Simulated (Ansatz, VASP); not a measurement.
One calculation of InB2As3, two programs

```xyz
6
Lattice="1.7133 -7.2662 0.0000 1.7133 7.2662 0.0000 0.0000 0.0000 4.9169" Properties=species:S:1:pos:R:3 pbc="T T T"
In    0.0000    0.0000    0.0000
B     1.7133    5.8696    2.4585
B     1.7133   -5.8696    2.4585
As    1.7133    0.0000    2.4585
As    1.7133    2.7871    0.0000
As    1.7133   -2.7871    0.0000
```

Change from the starting cell: species swapped into the TlAg3Te2 type (Cmmm, No. 65).

Alike in both runs: functional PBE; k mesh 12 × 12 × 8; occupations gaussian, width 0.1 eV; no spin polarisation.

Ansatz relaxed the structure, and its values are those at the end. VASP's run is a single point on that final structure, the one shown.

|  | VASP | Ansatz |
| --- | --- | --- |
| version | VASP 6.6.1 | Ansatz 0.2.0 |
| potentials or method | VASP PAW PBE potentials, release 64 (In_d, B, As), cutoff 520 eV | scalar-relativistic, plane waves, PAW |
| valence electrons in the cell | 34 | 64 |

Ansatz gave:

| Quantity | Value |
| --- | --- |
| gap on the k mesh at the Fermi level (eV) | none |
| pressure (GPa) | 0.0 |
| rms of the force components (eV/Å) | 0.000 |

Which values does VASP return?

gap on the k mesh at the Fermi level (eV): none; pressure (GPa): 0.2; rms of the force components (eV/Å): 0.022.

A gap of «none» marks a metal or a gap that the smearing closes. VASP's potentials hold 34 valence electrons a cell and Ansatz's 64, so a difference there can come from the potentials and not from the codes.
